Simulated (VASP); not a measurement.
A run of VASP 6.6.1:

Contents of INCAR:

```
SYSTEM = Al3Cu2
  PREC = Accurate
  ENCUT = 520
  EDIFF = 1E-6
  ISMEAR = 0
  SIGMA = 0.15
  LREAL = .False.
  LASPH = .True.
  NELM = 80
  ALGO = Fast
  ISIF = 2
  LWAVE = .False.
  LCHARG = .True.
  LELF = .True.
  LVHAR = .True.
  NBANDS = 24
```

The input KPOINTS:

```
Automatic mesh
0
Gamma
  12 12 8
  0 0 0
```

File POSCAR:

```
Al3Cu2
1.0
    4.0557157516      0.0000000000      0.0000000000
   -2.0278578758      3.5123528714      0.0000000000
    0.0000000000      0.0000000000      4.9315479608
Al Cu
3 2
Direct
    0.0000000000      0.0000000000      0.0000000000
    0.3516879684      0.6666666667      0.3508928116
    0.6483120316      0.3333333333      0.6491071884
    0.3028578248      0.6666666667      0.8415870660
    0.6971421752      0.3333333333      0.1584129340
```

Potentials or basis: VASP PAW LDA potentials, release 64 (Al, Cu).

The run is started by

```sh
$ cat potpaw_LDA.64/Al/POTCAR potpaw_LDA.64/Cu/POTCAR > POTCAR
$ mpirun -np 1 vasp_std > vasp.out
```

Hardware: 1 thread of Intel(R) Xeon(R) 6975P-C (Granite Rapids), on a shared host.

Task: How long does it take, and how much memory?

Result: Run time: 13 min on 1 thread of Intel(R) Xeon(R) 6975P-C (Granite Rapids), with other jobs on the host, peak memory 0.81 GiB. Counts: scf iterations 18, k points 580.
